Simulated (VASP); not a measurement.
Wanted: the native input for a VASP 6.6.1 run.

```yaml
Task: single point
Functional: PBEsol
Potentials_or_basis: VASP PAW PBE potentials, release 64 (Si)
Cutoff: 520 eV
k_mesh: 9 × 9 × 9
Occupations: fermi-dirac, width 0.05 eV
Spin: no spin polarisation
Dipole_correction: no
Further_INCAR_settings: ALGO = Normal; EDIFF = 1e-07; NBANDS = 11
```

The structure of Si lies in POSCAR:

```
Si
1.0
    0.0000000000      2.6041686072      2.6041686072
    2.6041686072      0.0000000000      2.6041686072
    2.6041686072      2.6041686072      0.0000000000
Si
2
Direct
    0.5000000000      0.5000000000      0.5000000000
    0.7500000000      0.7500000000      0.7500000000
```

This cell differs from its parent crystal: volume scaled by 0.88.

One way to write it, as run:

INCAR

```
SYSTEM = Si
PREC = Accurate
ENCUT = 520
EDIFF = 1E-7
ISMEAR = -1
SIGMA = 0.05
LREAL = .FALSE.
LASPH = .TRUE.
NELM = 80
ALGO = Normal
ISIF = 2
LWAVE = .FALSE.
LCHARG = .FALSE.
GGA = PS
NBANDS = 11
```

KPOINTS

```
Automatic mesh
0
G
  9 9 9
  0 0 0
```

Potentials or basis: VASP PAW PBE potentials, release 64 (Si).

Run with:

```console
$ cat potpaw_PBE.64/Si/POTCAR > POTCAR
$ mpirun -np 1 vasp_std > vasp.out
```

Results of the run:

| Quantity | Value |
| --- | --- |
| Pressure | 15.7 GPa |
| Band gap on the k mesh | 0.20 eV, indirect (least direct gap 2.56 eV) |

Caveat: the PAW data sets were made with another functional, which shifts forces and pressure a little.

Run time: 7.3 s on 1 thread of Intel Xeon 6975P-C (shared host), peak memory 0.15 GiB.
